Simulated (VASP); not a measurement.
Wanted: the native input for a VASP 6.6.1 run.

```
Task                   : single point
Functional             : PBE
Potentials or basis    : VASP PAW PBE potentials, release 64 (Os_sv_GW, O)
Cutoff                 : 600 eV
k mesh                 : 16 × 16 × 16
Occupations            : gaussian, width 0.1 eV
Spin                   : no spin polarisation
Dipole correction      : no
Further INCAR settings : ALGO = Normal; EDIFF = 1e-06; NBANDS = 25
```

The structure of OsO3 lies in POSCAR:

```
OsO3
1.0
   -2.0776542830      2.0776542830      2.0776542830
    2.0776542830     -2.0776542830      2.0776542830
    2.0776542830      2.0776542830     -2.0776542830
Os O
1 3
Direct
    0.0000000000      0.0000000000      0.0000000000
    0.0000000000      0.5000000000      0.5000000000
    0.5000000000      0.0000000000      0.5000000000
    0.5000000000      0.5000000000      0.0000000000
```

The cell was built from a structure type or drawn by symmetry, and may not be a known phase.

One way to write it, as run:

INCAR

```
SYSTEM = OsO3
PREC = Accurate
ENCUT = 600
EDIFF = 1E-6
ISMEAR = 0
SIGMA = 0.1
LREAL = .False.
LASPH = .True.
NELM = 120
ALGO = Normal
ISIF = 2
LWAVE = .False.
LCHARG = .False.
GGA = PE
NBANDS = 25
GGA_COMPAT = .False.
```

KPOINTS

```
regular mesh
0
Gamma
  16 16 16
  0 0 0
```

Potentials or basis: VASP PAW PBE potentials, release 64 (Os_sv_GW, O).

Run with:

```sh
$ cat potpaw_PBE.64/Os_sv_GW/POTCAR potpaw_PBE.64/O/POTCAR > POTCAR
$ mpirun -np 1 vasp_std > vasp.out
```

Results of the run:

The pressure is -0.2 GPa and the band gap on the k mesh is zero (bands 17 and 18 overlap by 1.16 eV).

Caveat: spin-orbit coupling is left out, which moves the levels of the heavy elements.

Wall time 110 s on 1 thread of AMD EPYC 7R13 Processor (Zen 3), with other jobs on the host, peak memory 0.26 GiB.
